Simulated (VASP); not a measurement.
# Mg (I4/mmm) in VASP: a series of runs, part 2 of 3

VASP 6.6.1.

## (3) Single point, PBEsol

Contents of INCAR:

```
SYSTEM = Mg
ALGO = Normal
EDIFF = 1E-6
ENCUT = 520
GGA = PS
ISIF = 2
ISMEAR = 0
LASPH = .True.
LCHARG = .False.
LREAL = .False.
LWAVE = .False.
NBANDS = 7
NELM = 80
PREC = Accurate
SIGMA = 0.15
```

Contents of KPOINTS:

```
k-points
0
Gamma
  18 18 18
  0 0 0
```

Contents of POSCAR:

```
Mg
1.0
   -1.8219578674      1.8219578674      1.5622000000
    1.8219578674     -1.8219578674      1.5622000000
    1.8219578674      1.8219578674     -1.5622000000
Mg
1
Direct
    0.0000000000      0.0000000000      0.0000000000
```

Potentials or basis: VASP PAW PBE potentials, release 64 (Mg).

Run with:

```bash
> cat potpaw_PBE.64/Mg/POTCAR > POTCAR
> mpirun -np 1 vasp_std > vasp.out
```

OUTCAR:

```text
SYSTEM = Mg
   EDIFF = 1E-6
   ENCUT = 520
   GGA = PS
   ISIF = 2
   ISMEAR = 0
   LASPH = .True.
   LREAL = .False.
   NELM = 80
   PREC = Accurate

 ion  position               nearest neighbor table
   1  0.000  0.000  0.000-

  LATTYP: Found a body centered tetragonal cell.
 ALAT       =     3.6439157348
 C/A-ratio  =     0.8574292677

  Lattice vectors:

 A1 = (  -1.8219578674,   1.8219578674,   1.5622000000)
 A2 = (   1.8219578674,  -1.8219578674,   1.5622000000)
 A3 = (   1.8219578674,   1.8219578674,  -1.5622000000)

Analysis of symmetry for initial positions (statically):
=====================================================================
 Subroutine PRICEL returns:
 Original cell was already a primitive cell.

 Routine SETGRP: Setting up the symmetry group for a
 body centered tetragonal supercell.

 Subroutine GETGRP returns: Found 16 space group operations
 (whereof 16 operations were pure point group operations)
 out of a pool of 16 trial point group operations.

The static configuration has the point symmetry D_4h.

Analysis of symmetry for dynamics (positions and initial velocities):
=====================================================================
 Subroutine PRICEL returns:
 Original cell was already a primitive cell.

 Routine SETGRP: Setting up the symmetry group for a
 body centered tetragonal supercell.

 Subroutine GETGRP returns: Found 16 space group operations
 (whereof 16 operations were pure point group operations)
 out of a pool of 16 trial point group operations.

The dynamic configuration has the point symmetry D_4h.

 Subroutine INISYM returns: Found 16 space group operations
 (whereof 16 operations are pure point group operations),
 and found     1 'primitive' translations

----------------------------------------------------------------------------------------

                                     Primitive cell

  volume of cell :      20.7431

  direct lattice vectors                    reciprocal lattice vectors
    -1.821957867  1.821957867  1.562200000     0.000000000  0.274430056  0.320061452
     1.821957867 -1.821957867  1.562200000     0.274430056  0.000000000  0.320061452
     1.821957867  1.821957867 -1.562200000     0.274430056  0.274430056  0.000000000

  length of vectors
     3.013225810  3.013225810  3.013225810     0.421605489  0.421605489  0.388102707

  position of ions in fractional coordinates (direct lattice)
     0.000000000  0.000000000  0.000000000

  ion indices of the primitive-cell ions
   primitive index   ion index
                 1           1

----------------------------------------------------------------------------------------

 KPOINTS: k-points

Automatic generation of k-mesh.
 Grid dimensions read from file:
 generate k-points for:   18   18   18

 Generating k-lattice:

  Cartesian coordinates                     Fractional coordinates (reciprocal lattice)
     0.000000000  0.015246114  0.017781192     0.055555556 -0.000000000  0.000000000
     0.015246114  0.000000000  0.017781192    -0.000000000  0.055555556  0.000000000
     0.015246114  0.015246114  0.000000000     0.000000000  0.000000000  0.055555556

  Length of vectors
     0.023422527  0.023422527  0.021561262

  Shift w.r.t. Gamma in fractional coordinates (k-lattice)
     0.000000000  0.000000000  0.000000000

 Subroutine IBZKPT returns following result:
 ===========================================

 Found    480 irreducible k-points:

 Following reciprocal coordinates:
            Coordinates               Weight
  0.000000  0.000000  0.000000      1.000000
  0.055556  0.000000 -0.000000      8.000000
  0.111111  0.000000 -0.000000      8.000000
  0.166667  0.000000  0.000000      8.000000
  0.222222 -0.000000  0.000000      8.000000
  0.277778  0.000000 -0.000000      8.000000
[... 16 lines left out ...]
 -0.277778  0.055556  0.000000     16.000000
 -0.222222  0.055556 -0.000000     16.000000
 [... further k-points ...]
   k-points           NKPTS =    480   k-points in BZ     NKDIM =    480   number of bands    NBANDS=      7
   number of dos      NEDOS =    301   number of ions     NIONS =      1
   total plane-waves  NPLWV =  13824
   dimension x,y,z NGX =    24 NGY =   24 NGZ =   24
   dimension x,y,z NGXF=    48 NGYF=   48 NGZF=   48
   ions per type =               1
   NGX,Y,Z   is equivalent  to a cutoff of  13.24, 13.24, 13.24 a.u.
   NGXF,Y,Z  is equivalent  to a cutoff of  26.48, 26.48, 26.48 a.u.
 SYSTEM =  Mg
   PREC   = accura    normal or accurate (medium, high low for compatibility)
   ISTART =      0    job   : 0-new  1-cont  2-samecut
   ICHARG =      2    charge: 1-file 2-atom 10-const
   ISPIN  =      1    spin polarized calculation?
   LNONCOLLINEAR =      F non collinear calculations
   LSORBIT =      F    spin-orbit coupling
   LASPH  =      T    aspherical Exc in radial PAW
   ENCUT  =  520.0 eV  38.22 Ry    6.18 a.u.   5.60  5.60  5.60*2*pi/ulx,y,z
   NELM   =     80;   NELMIN=  2; NELMDL= -5     # of ELM steps
   EDIFF  = 0.1E-05   stopping-criterion for ELM
   LREAL  =      F    real-space projection
   EDIFFG = 0.1E-04   stopping-criterion for IOM
   NSW    =      0    number of steps for IOM
   IBRION =     -1    ionic relax: 0-MD 1-quasi-New 2-CG
   NFREE  =      0    steps in history (QN), initial steepest desc. (CG)
   ISIF   =      2    stress and relaxation
   ISYM   =      2    0-nonsym 1-usesym 2-fastsym
   POTIM  = 0.5000    time-step for ionic-motion
   TEBEG  =    0.0;   TEEND  =   0.0 temperature during run
   PSTRESS=    0.0 pullay stress
   NELECT =       2.0000    total number of electrons
   NUPDOWN=      -1.0000    fix difference up-down
   EMIN   =  10.00;   EMAX   =-10.00  energy-range for DOS
   EFERMI =   0.00;   METHOD = LEGACY
   ISMEAR =     0;   SIGMA  =   0.15  broadening in eV -4-tet -1-fermi 0-gaus
   EFERMI_NEDOS =   21; number of points for ismear=-14 and -15
   IALGO  =     38    algorithm
   IMIX   =      4    mixing-type and parameters
     AMIX     =   0.40;   BMIX     =  1.00
     AMIX_MAG =   1.60;   BMIX_MAG =  1.00
  volume/ion in A,a.u.               =      20.74       139.98
  Fermi-wavevector in a.u.,A,eV,Ry     =   0.750690  1.418598  7.667358  0.563535
  Thomas-Fermi vector in A             =   1.847499
   LORBIT       =      0    0 simple, 1 ext, 2 COOP (PROOUT), +10 PAW based schemes
   GGA     = PS    functional components
   LHFCALC =     F    Hartree Fock is set to
   AEXX    =    0.0000 exact exchange contribution
   IVDW    =     0    specifies the selected vdW correction
   LEPSILON=     F    determine dielectric tensor
   LRPA    =     F    only Hartree local field effects (RPA)
 non-spin polarized calculation
 Gauss-broadening in eV      SIGMA  =   0.15
  energy-cutoff  :      520.00
  volume of cell :       20.74
 maximum number of plane-waves:       578
   NGX = 11   NGY = 11   NGZ = 11

 number of electron       2.0000000 magnetization

 Free energy of the ion-electron system (eV)
  ---------------------------------------------------
  ext. energy  EPLUGINS =         0.00000000
  ---------------------------------------------------
  free energy    TOTEN  =        -1.67021044 eV

  energy without entropy =       -1.66581609  energy(sigma->0) =       -1.66801326

 E-fermi :   3.1615     XC(G=0):  -8.8581

 val. band max:        3.1565686967   @ k =  -0.3333  -0.4444   0.2222
 cond. band min:       3.1649786046   @ k =  -0.4444   0.4444   0.1667
 fundamental gap:      0.0084099079
 Fermi energy:         3.1615137412

 k-point     1 :       0.0000    0.0000    0.0000
  band No.  band energies     occupation
      1      -4.2362      2.00000
      2      14.8081      0.00000
      3      17.2188      0.00000
      4      17.5332      0.00000
      5      17.5332      0.00000
      6      18.3048      0.00000
      7      18.3048      0.00000
[... 221 lines left out ...]
 k-point    24 :      -0.2222    0.0556   -0.0000
  band No.  band energies     occupation
      1      -3.2156      2.00000
      2      11.5875      0.00000
      3      12.3828      0.00000
      4      14.8278      0.00000
      5      15.6404      0.00000
      6      18.6719      0.00000
      7      20.6115      0.00000

 [... further k-points ...]

------------------------ aborting loop because EDIFF is reached ----------------------------------------

  FORCE on cell =-STRESS in cart. coord.  units (eV):
  Direction    XX          YY          ZZ          XY          YZ          ZX
  --------------------------------------------------------------------------------------
  -------------------------------------------------------------------------------------
  Total        0.3874864      0.3874864      0.7185275      0.0000000      0.0000000      0.0000000
  in kB       29.9291067     29.9291067     55.4984332      0.0000000      0.0000000      0.0000000
  external PRESSURE =      38.4522155 kB  Pullay stress =       0.0000000 kB

 VOLUME and BASIS-vectors are now :
 -----------------------------------------------------------------------------
  energy-cutoff  :      520.00
  volume of cell :       20.74
      direct lattice vectors                 reciprocal lattice vectors
    -1.821957867  1.821957867  1.562200000     0.000000000  0.274430056  0.320061452
     1.821957867 -1.821957867  1.562200000     0.274430056  0.000000000  0.320061452
     1.821957867  1.821957867 -1.562200000     0.274430056  0.274430056  0.000000000

 POSITION                                       TOTAL-FORCE (eV/Angst)
 -----------------------------------------------------------------------------------
      0.00000      0.00000      0.00000        -0.000000     -0.000000      0.000000
 -----------------------------------------------------------------------------------
    total drift:                               -0.000000      0.000000      0.000000

  FREE ENERGIE OF THE ION-ELECTRON SYSTEM (eV)
  ---------------------------------------------------
  free  energy   TOTEN  =        -1.6702104361 eV

  energy  without entropy=       -1.6658160925  energy(sigma->0) =       -1.66801326
```

stdout:

```text
POSCAR found type information on POSCAR Mg
 POSCAR found :  1 types and       1 ions
 scaLAPACK will be used
 -----------------------------------------------------------------------------
|                                                                             |
|                                                                             |
|     You enforced a specific xc type in the INCAR file but a different       |
|     I HOPE YOU KNOW WHAT YOU ARE DOING!                                     |
|                                                                             |
 -----------------------------------------------------------------------------

 LDA part: xc-table for (Slater+PW92), standard interpolation
 POSCAR, INCAR and KPOINTS ok, starting setup
 FFT: planning ... GRIDC
 FFT: planning ... GRID_SOFT
 FFT: planning ... GRID
 WAVECAR not read
 entering main loop
```

It took 22 s on 1 thread of AMD EPYC 9R45 (Zen 5), shared host; peak memory 0.16 GiB.

What came out:

```yaml
Free_energy: -1.6702 eV
Pressure: 3.8 GPa
Band_gap_on_the_k_mesh: zero (bands 1 and 2 overlap by 4.74 eV)
```

Caveat: the cell stands under pressure; the PAW data sets were made with another functional, which shifts forces and pressure a little.

(Part 2 of 3 ends here.)

The gap in the log of VASP goes by the Fermi energy; the results here count the filled bands.